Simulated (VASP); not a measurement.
Runs of VASP 6.6.1 on SnO. The structure is cubic, space group Fm-3m (No. 225). The conventional cell has a = 5.074 Å, b = 5.074 Å, c = 5.074 Å, α = 90.00°, β = 90.00°, γ = 90.00°. Sn (site symmetry m-3m) has 6 O at 2.54 Å within 3.3 Å. O (site symmetry m-3m) has 6 Sn at 2.54 Å within 3.3 Å. 

```tsv
level	potentials or basis	k mesh	smearing	gap on the mesh (eV)	pressure (GPa)
LDA	VASP PAW LDA potentials, release 64 (Sn_d, O)	4 × 4 × 4	gaussian 0.01 eV	1.03	-5.5
PBE+D4	VASP PAW PBE potentials, release 64 (Sn_d, O)	6 × 6 × 6	gaussian 0.01 eV	1.05	0.0
PBE	VASP PAW PBE potentials, release 64 (Sn_d, O)	6 × 6 × 6	methfessel-paxton 0.05 eV	1.05	2.4
PBE	VASP PAW PBE potentials, release 64 (Sn_d, O)	6 × 6 × 6	fermi-dirac 0.05 eV	1.05	2.4
PBE	VASP PAW PBE potentials, release 64 (Sn_d, O)	6 × 6 × 6	gaussian 0.01 eV	1.05	2.4
LDA	VASP PAW LDA potentials, release 64 (Sn_d, O)	6 × 6 × 6	gaussian 0.01 eV	1.03	(a)
```

Alike in all rows: task single point; no spin polarisation; cell as given; cutoff (eV) 600.

Fill in the values left out.

(a) -4.9.

Caveats: some runs use coarse meshes; spin-orbit coupling is left out, which moves the levels of the heavy elements.

A k mesh can miss the band edges, and the runs leave out spin-orbit coupling on Sn.
